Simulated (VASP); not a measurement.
A run of VASP 6.6.1:

File INCAR:

```
SYSTEM = CuMo3
PREC = Accurate ; ENCUT = 600
EDIFF = 1E-6 ; ISMEAR = 0
SIGMA = 0.1 ; LREAL = .FALSE.
LASPH = .TRUE. ; NELM = 80
ALGO = Normal ; ISIF = 3
LWAVE = .FALSE. ; LCHARG = .FALSE.
GGA = PE ; IBRION = 2
NSW = 90 ; EDIFFG = -0.04
```

The input KPOINTS:

```
regular mesh
0
G
  4 4 4
  0 0 0
```

POSCAR

```
CuMo3
1.0
    0.0000000000      3.3567132900      3.3567132900
    3.3567132900      0.0000000000      3.3567132900
    3.3567132900      3.3567132900      0.0000000000
Cu Mo
1 3
Direct
    0.0000000000      0.0000000000      0.0000000000
    0.2500000000      0.2500000000      0.2500000000
    0.7500000000      0.7500000000      0.7500000000
    0.5000000000      0.5000000000      0.5000000000
```

Potentials or basis: VASP PAW PBE potentials, release 64 (Cu, Mo_sv).

Launch:

```console
$ cat potpaw_PBE.64/Cu/POTCAR potpaw_PBE.64/Mo_sv/POTCAR > POTCAR
$ mpirun -np 1 vasp_std > vasp.out
```

Hardware: 1 thread of AMD EPYC 7R13, with other jobs on the host.

Q: Estimate the wall time of this run.

A: It took 4.8 min on 1 thread of AMD EPYC 7R13, with other jobs on the host, peak memory 0.22 GiB. Counts: scf iterations 65, k points 8, ion steps 5.
